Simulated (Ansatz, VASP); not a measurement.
# SrO in VASP and in Ansatz

INCAR

```
SYSTEM = SrO
ALGO     = Normal         ! electronic algorithm
EDIFF    = 1E-8           ! SCF threshold, eV
ENCUT    = 520            ! plane-wave cutoff, eV
GGA      = CA             ! functional
ISIF     = 2              ! what is computed and relaxed
ISMEAR   = -1             ! smearing method
LASPH    = .True.         ! aspherical terms in the spheres
LCHARG   = .False.        ! write CHGCAR
LEFG     = .True.       
LREAL    = .False.        ! projectors in reciprocal space
LWAVE    = .False.        ! write WAVECAR
NBANDS   = 15             ! bands
NELM     = 80             ! most SCF steps
PREC     = Accurate       ! precision mode
SIGMA    = 0.02           ! smearing width, eV
```

File KPOINTS:

```
k-points
0
Gamma
  8 8 8
  0 0 0
```

POSCAR

```
SrO
1.0
    0.0000000000      2.5698000000      2.5954980000
    2.5698000000      0.0000000000      2.5954980000
    2.5698000000      2.5698000000      0.0000000000
Sr O
1 1
Direct
    0.0000000000      0.0000000000      0.0000000000
    0.5000000000      0.5000000000      0.5000000000
```

Input for Ansatz:

```yaml
crystal:
  lattice:
    - [0.0, 2.5698, 2.595498]
    - [2.5698, 0.0, 2.595498]
    - [2.5698, 2.5698, 0.0]
  atoms:
    - { symbol: Sr, position: [0.0, 0.0, 0.0] }
    - { symbol: O, position: [0.5, 0.5, 0.5] }
kpoints:
  mp_grid: { grid: [8, 8, 8] }
scf:
  occupations: { method: fermi_dirac, width: 0.02 }
hamiltonian:
  xc: lda
  pseudopotentials: { kind: all_electron, datasets: crystal }
output:
  forces: true
  stress: true
  eigenvalues: true
  efg: { contact_densities: true }
```

Change from the starting cell: zz strain of +1 %, crystal datasets.

Alike in both runs: task electric field gradients; functional LDA; k mesh 8 × 8 × 8; occupations fermi-dirac, width 0.02 eV; no spin polarisation.

```csv
,VASP,Ansatz
version,VASP 6.6.1,Ansatz 0.2.0
potentials or method,"VASP PAW LDA potentials, release 64 (Sr_sv, O), cutoff 520 eV","all-electron PAW with datasets made for the crystal, scalar-relativistic"
```

```csv
,VASP,Ansatz,Ansatz less VASP
gap on the k mesh at the Fermi level (eV),3.08,3.14,+0.057
pressure (GPa),-4.3,-5.0,-0.66
"traceless stress, the component that is largest in VASP (GPa)",-0.79,-0.74,+0.050
size of Vzz on the site where it differs most (V/Å²),3.5,3.3,-0.16
```

LDA's correlation is that of Perdew and Zunger in VASP and of Perdew and Wang (1992) in Ansatz. Ansatz ran all-electron here, and VASP with PAW potentials.
